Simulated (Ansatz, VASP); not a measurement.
PbS in VASP and in Ansatz

Contents of POSCAR:

```
PbS
1.0
    4.0481878949      0.0000000000      0.0000000000
   -2.0240939474      3.5058335563      0.0000000000
    0.0000000000      0.0000000000      3.7841695152
Pb S
1 1
Direct
    0.0000000000      0.0000000000      0.0000000000
    0.6666666667      0.3333333333      0.5000000000
```

File INCAR.step1:

```
ALGO = Normal
EDIFF = 1E-4
ENCUT = 520
GGA = PE
ISMEAR = 0
LASPH = True
LCHARG = False
LREAL = False
LWAVE = True
NBANDS = 17
NELM = 100
PREC = Accurate
SIGMA = 0.05
```

The input INCAR.step2:

```
ALGO = Normal
EDIFF = 1E-6
ENCUT = 520
ISIF = 2
ISMEAR = 0
ISTART = 1
IVDW = 12
LASPH = True
LCHARG = True
LELF = True
LMIXTAU = True
LREAL = False
LVHAR = True
LWAVE = False
METAGGA = R2SCAN
NBANDS = 17
NELM = 100
PREC = Accurate
SIGMA = 0.05
VDW_A1 = 0.49484001
VDW_A2 = 5.73083694
VDW_S6 = 1.0
VDW_S8 = 0.78981345
```

File KPOINTS:

```
k-points
0
Gamma
  10 10 10
```

Input for Ansatz:

```yaml
crystal:
  lattice:
    - [4.048187894914, -2.886767576527e-11, 0.0]
    - [-2.024093947432, 3.505833556302, 0.0]
    - [0.0, 0.0, 3.7841695152]
  atoms:
    - { symbol: Pb, position: [-3.700743415525e-17, 0.0, 0.0] }
    - { symbol: S, position: [0.6666666666667, 0.3333333333333, 0.5] }
basis:
  ecutwfc: 500
  ecutrho_ratio: 4
kpoints:
  mp_grid: { grid: [10, 10, 10] }
hamiltonian:
  xc: r2scan
  dispersion: d3bj
scf:
  occupations: { method: gaussian, width: 0.05 }
output:
  forces: true
  stress: true
```

Alike in both runs: task single point; functional r2SCAN; dispersion D3(BJ); k mesh 10 × 10 × 10; occupations gaussian, width 0.05 eV; no spin polarisation.

|  | VASP | Ansatz |
| --- | --- | --- |
| version | VASP 6.6.1 | Ansatz 0.2.0 |
| potentials or method | VASP PAW PBE potentials, release 64 (Pb_d, S), cutoff 520 eV | scalar-relativistic, plane waves, PAW |
| valence electrons in the cell | 20 | 20 |

|  | VASP | Ansatz | Ansatz less VASP |
| --- | --- | --- | --- |
| pressure (GPa) | -1.0 | -1.0 | +0.01 |
| traceless stress, the component that is largest in VASP (GPa) | -0.06 | -0.06 | -0.009 |

VASP's potentials were made for PBE, not for r2SCAN. Ansatz's warnings: dispersion damping borrowed.

Neither program's run includes spin-orbit coupling.
